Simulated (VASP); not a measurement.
# LiF (Fm-3m) in VASP: further runs, part 2 of 2

VASP 6.6.1.

### 3 Single point, r2SCAN

POSCAR

```
LiF
1.0
    0.0000000000      2.0140000000      2.0140000000
    2.0140000000      0.0000000000      2.0140000000
    2.0140000000      2.0140000000      0.0000000000
F Li
1 1
Direct
    0.5000000000      0.5000000000      0.5000000000
    0.0000000000      0.0000000000      0.0000000000
```

INCAR.step1

```
SYSTEM = LiF
PREC = Accurate ; ENCUT = 520
ISMEAR = 1 ; SIGMA = 0.05
LREAL = .False. ; LASPH = .True.
NELM = 100 ; NBANDS = 12
GGA = PE ; ALGO = Normal
EDIFF = 1E-4 ; LWAVE = .True.
LCHARG = .False.
```

INCAR.step2

```
SYSTEM = LiF
PREC = Accurate ; ENCUT = 520
EDIFF = 1E-6 ; ISMEAR = 1
SIGMA = 0.05 ; LREAL = .False.
LASPH = .True. ; NELM = 100
ALGO = Normal ; ISIF = 2
LWAVE = .False. ; LCHARG = .True.
METAGGA = R2SCAN ; LMIXTAU = .True.
LELF = .True. ; LVHAR = .True.
NBANDS = 12 ; ISTART = 1
```

KPOINTS

```
Automatic mesh
0
Gamma
  10 10 10
  0 0 0
```

Potentials or basis: VASP PAW PBE potentials, release 64 (F, Li_sv).

Started as:

```sh
$ cat potpaw_PBE.64/F/POTCAR potpaw_PBE.64/Li_sv/POTCAR > POTCAR
$ cp INCAR.step1 INCAR
$ mpirun -np 1 vasp_std > vasp.out
$ cp INCAR.step2 INCAR
$ mpirun -np 1 vasp_std > vasp.out
```

OUTCAR:

```text
SYSTEM = LiF
   PREC = Accurate
   ENCUT = 520
   EDIFF = 1E-6
   ISMEAR = 1
   LREAL = .False.
   LASPH = .True.
   NELM = 100
   ISIF = 2
   METAGGA = R2SCAN
   ISTART = 1

 ion  position               nearest neighbor table
   1  0.500  0.500  0.500-   2 2.01   2 2.01   2 2.01   2 2.01   2 2.01   2 2.01
   2  0.000  0.000  0.000-   1 2.01   1 2.01   1 2.01   1 2.01   1 2.01   1 2.01

  LATTYP: Found a face centered cubic cell.
 ALAT       =     4.0280000000

  Lattice vectors:

 A1 = (   0.0000000000,   2.0140000000,   2.0140000000)
 A2 = (   2.0140000000,   0.0000000000,   2.0140000000)
 A3 = (   2.0140000000,   2.0140000000,   0.0000000000)

Analysis of symmetry for initial positions (statically):
=====================================================================
 Subroutine PRICEL returns:
 Original cell was already a primitive cell.

 Routine SETGRP: Setting up the symmetry group for a
 face centered cubic supercell.

 Subroutine GETGRP returns: Found 48 space group operations
 (whereof 48 operations were pure point group operations)
 out of a pool of 48 trial point group operations.

The static configuration has the point symmetry O_h .

Analysis of symmetry for dynamics (positions and initial velocities):
=====================================================================
 Subroutine PRICEL returns:
 Original cell was already a primitive cell.

 Routine SETGRP: Setting up the symmetry group for a
 face centered cubic supercell.

 Subroutine GETGRP returns: Found 48 space group operations
 (whereof 48 operations were pure point group operations)
 out of a pool of 48 trial point group operations.

The dynamic configuration has the point symmetry O_h .

 Subroutine INISYM returns: Found 48 space group operations
 (whereof 48 operations are pure point group operations),
 and found     1 'primitive' translations

----------------------------------------------------------------------------------------

                                     Primitive cell

  volume of cell :      16.3384
[... 119 lines left out ...]
   LRPA    =     F    only Hartree local field effects (RPA)
 non-spin polarized calculation
 Methfessel and Paxton  Order N= 1 SIGMA  =   0.05
  energy-cutoff  :      520.00
  volume of cell :       16.34
 maximum number of plane-waves:       459
 NGX is ok and might be reduce to    24
   NGX = 11   NGY = 11   NGZ = 11

 number of electron       9.9999992 magnetization

 Free energy of the ion-electron system (eV)
  ---------------------------------------------------
  ext. energy  EPLUGINS =         0.00000000
  ---------------------------------------------------
  free energy    TOTEN  =       -11.89896966 eV

  energy without entropy =      -11.89914784  energy(sigma->0) =      -11.89902905

 E-fermi :  -1.6128     XC(G=0): -10.5440

 val. band max:       -1.6386085097   @ k =   0.0000   0.0000   0.0000
 cond. band min:       8.6267738927   @ k =   0.0000   0.0000   0.0000
 fundamental gap:     10.2653824024
 Fermi energy:        -1.6128300802

 k-point     1 :       0.0000    0.0000    0.0000
  band No.  band energies     occupation
      1     -43.7088      2.00000
      2     -22.7359      2.00000
      3      -1.6386      1.75715
      4      -1.6386      1.75706
      5      -1.6386      1.75706
      6       8.6268      0.00000
      7      23.8415      0.00000
      8      23.8415      0.00000
      9      23.8415      0.00000
     10      24.4332      0.00000
     11      24.4332      0.00000
     12      24.4339      0.00000
[... 331 lines left out ...]
 k-point    24 :       0.4000    0.3000    0.0000
  band No.  band energies     occupation
      1     -43.6504      2.00000
      2     -22.2285      2.00000
      3      -3.9410      2.00000
      4      -2.5165      2.00000
      5      -2.4071      2.00000
      6      12.6375      0.00000
      7      16.2310      0.00000
      8      18.5547      0.00000
      9      20.1680      0.00000
     10      21.1712      0.00000
     11      33.9971      0.00000
     12      34.7802      0.00000

 [... further k-points ...]

------------------------ aborting loop because EDIFF is reached ----------------------------------------

  FORCE on cell =-STRESS in cart. coord.  units (eV):
  Direction    XX          YY          ZZ          XY          YZ          ZX
  --------------------------------------------------------------------------------------
  -------------------------------------------------------------------------------------
  Total       -0.3052468     -0.3052468     -0.3052468      0.0000000      0.0000000      0.0000000
  in kB      -29.9332155    -29.9332155    -29.9332155      0.0000000      0.0000000      0.0000000
  external PRESSURE =     -29.9332155 kB  Pullay stress =       0.0000000 kB

 VOLUME and BASIS-vectors are now :
 -----------------------------------------------------------------------------
  energy-cutoff  :      520.00
  volume of cell :       16.34
      direct lattice vectors                 reciprocal lattice vectors
     0.000000000  2.014000000  2.014000000    -0.248262165  0.248262165  0.248262165
     2.014000000  0.000000000  2.014000000     0.248262165 -0.248262165  0.248262165
     2.014000000  2.014000000  0.000000000     0.248262165  0.248262165 -0.248262165

 POSITION                                       TOTAL-FORCE (eV/Angst)
 -----------------------------------------------------------------------------------
      2.01400      2.01400      2.01400        -0.000000     -0.000000      0.000000
      0.00000      0.00000      0.00000         0.000000      0.000000     -0.000000
 -----------------------------------------------------------------------------------
    total drift:                               -0.000000     -0.000000      0.000000

  FREE ENERGIE OF THE ION-ELECTRON SYSTEM (eV)
  ---------------------------------------------------
  free  energy   TOTEN  =       -11.8989696605 eV

  energy  without entropy=      -11.8991478384  energy(sigma->0) =      -11.89902905
```

OUTCAR.step1:

```text
SYSTEM = LiF
   PREC = Accurate
   ENCUT = 520
   ISMEAR = 1
   LREAL = .False.
   LASPH = .True.
[... 584 lines left out ...]
      2.01400      2.01400      2.01400        -0.000000      0.000000     -0.000000
      0.00000      0.00000      0.00000         0.000000     -0.000000      0.000000
 -----------------------------------------------------------------------------------
    total drift:                               -0.000000     -0.000000      0.000000

  FREE ENERGIE OF THE ION-ELECTRON SYSTEM (eV)
  ---------------------------------------------------
  free  energy   TOTEN  =        -9.6373629131 eV

  energy  without entropy=       -9.6375557197  energy(sigma->0) =       -9.63742718
```

OSZICAR.step1:

```text
N       E                     dE             d eps       ncg     rms          rms(c)
DAV:   1     0.318735272840E+02    0.31874E+02   -0.55041E+03  1152   0.839E+02
DAV:   2    -0.896799202678E+01   -0.40842E+02   -0.40119E+02  1352   0.190E+02
DAV:   3    -0.101342580475E+02   -0.11663E+01   -0.11616E+01  1512   0.282E+01
DAV:   4    -0.101479369204E+02   -0.13679E-01   -0.13678E-01  1272   0.328E+00
DAV:   5    -0.101480957996E+02   -0.15888E-03   -0.15888E-03  1468   0.275E-01    0.454E+00
DAV:   6    -0.962619851789E+01    0.52190E+00   -0.24953E+00  1232   0.980E+00    0.139E+00
DAV:   7    -0.963053688316E+01   -0.43384E-02   -0.18302E-02  1528   0.119E+00    0.860E-01
DAV:   8    -0.963733987978E+01   -0.68030E-02   -0.15066E-02  1376   0.127E+00    0.110E-01
DAV:   9    -0.963736291314E+01   -0.23033E-04   -0.90530E-04  1304   0.271E-01
   1 F= -.96373629E+01 E0= -.96374272E+01  d E =0.192807E-03
```

It took 45 s on 1 thread of Intel Xeon 8259CL, shared host; peak memory 0.14 GiB.

What came out:

* Free energy: -11.8990 eV
* Band gap on the k mesh: 10.27 eV

Caveat: the cutoff is under 1.25 times the usual one of these potentials, so pressure, stress and relaxed cells hold a basis-set (Pulay) error; the PAW data sets were made with another functional, which shifts forces and pressure a little.

### 4 Single point, r2SCAN

POSCAR is that of step 3.

INCAR.step1

```
PREC = Accurate ; ENCUT = 520
ISMEAR = 1 ; SIGMA = 0.05
LREAL = False ; LASPH = True
NELM = 100 ; NBANDS = 12
GGA = PE ; ALGO = Normal
EDIFF = 1E-4 ; LWAVE = True
LCHARG = False
```

INCAR.step2

```
PREC = Accurate ; ENCUT = 520
EDIFF = 1E-6 ; ISMEAR = 1
SIGMA = 0.05 ; LREAL = False
LASPH = True ; NELM = 100
ALGO = Normal ; ISIF = 2
LWAVE = False ; LCHARG = False
METAGGA = R2SCAN ; LMIXTAU = True
NBANDS = 12 ; ISTART = 1
```

KPOINTS

```
Automatic mesh
0
Gamma
  10 10 10
```

Started as:

```sh
$ cat potpaw_PBE.64/F/POTCAR potpaw_PBE.64/Li_sv/POTCAR > POTCAR
$ cp INCAR.step1 INCAR
$ mpirun -np 1 vasp_std > vasp.out
$ cp INCAR.step2 INCAR
$ mpirun -np 1 vasp_std > vasp.out
```

It took 45 s on 1 thread of Intel Xeon 8259CL, shared host; peak memory 0.14 GiB.

It converged, with:

* Free energy: -11.8990 eV
* Band gap on the k mesh: 10.27 eV

Levels at points of the mesh, in eV from the valence-band top:
```tsv
k point	band 1	band 2	band 3	band 4	band 5	band 6	band 7	band 8	band 9	band 10
(0.00, 0.00, 0.00)	-42.07	-21.10	0.00	0.00	0.00	10.27	25.48	25.48	25.48	26.07
(0.50, 0.00, 0.00)	-42.01	-20.68	-2.49	-0.24	-0.24	11.83	18.14	20.44	20.44	32.27
(0.50, 0.50, 0.00)	-42.00	-20.42	-3.00	-1.01	-1.01	16.06	17.44	19.11	21.92	21.92
```

Caveat: the cutoff is under 1.25 times the usual one of these potentials, so pressure, stress and relaxed cells hold a basis-set (Pulay) error; the PAW data sets were made with another functional, which shifts forces and pressure a little. r2SCAN opens gaps a little over a GGA but as a rule still falls short of measured ones.
